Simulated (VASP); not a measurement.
VSi2: single point with PBE

Crystal: VSi2.

```
V Si
1.0
     4.63246    0.00000    0.00000
    -2.31623    4.01182    0.00000
     0.00000    0.00000    6.55346
V Si
3 6
Direct
  0.50000 0.00000 0.00000
  0.50000 0.50000 0.66667
  0.00000 0.50000 0.33333
  0.18580 0.37159 0.00000
  0.81420 0.18580 0.66667
  0.62841 0.81420 0.33333
  0.81420 0.62841 0.00000
  0.18580 0.81420 0.66667
  0.37159 0.18580 0.33333
```

This cell differs from its parent crystal: strained.

```
Program                : VASP 6.6.1
Task                   : single point
Functional             : PBE
Potentials or basis    : VASP PAW PBE potentials, release 64 (V_sv, Si)
Cutoff                 : 520 eV
k mesh                 : 9 × 9 × 6
Occupations            : gaussian, width 0.1 eV
Spin                   : no spin polarisation
Dipole correction      : no
Further INCAR settings : ALGO = Normal; EDIFF = 1e-07; NBANDS = 42
```

| Item | Value |
| --- | --- |
| Pressure | -5.8 GPa |
| Largest force | 1.821 eV/Å |
| Band gap on the k mesh | zero (an odd number of electrons rules out a gap without spin polarisation) |

Forces in eV/Å, atoms in the order of the input:
```
V    0.000  0.000  0.000
V    0.000  0.000  0.000
V    0.000  0.000  0.000
Si   0.000 -1.821  0.000
Si   1.577 -0.911  0.000
Si   1.577  0.911  0.000
Si   0.000  1.821  0.000
Si  -1.577  0.911  0.000
Si  -1.577 -0.911  0.000
```

Stress tensor (GPa, compression positive):
```
 -3.23   0.00   0.00
  0.00  -3.23   0.00
  0.00   0.00 -10.96
```

Levels at points of the mesh, in eV from the Fermi level:
```csv
k point,band 29,band 30,band 31,band 32,band 33,band 34
"(0.00, 0.00, 0.00)",-1.96,-1.48,-1.37,-1.37,0.00,2.05
"(0.00, 0.00, 0.50)",-1.49,-1.01,-0.97,0.25,0.25,1.87
```

Run time: 100 s on 1 thread of Intel(R) Xeon(R) 6975P-C (Granite Rapids) (shared host), peak memory 0.34 GiB.

Caveat: the cell differs from its parent crystal (strained); the cell stands under tension; forces of over 1 eV/Å act on the atoms, so gaps and moduli don't describe the material at rest.
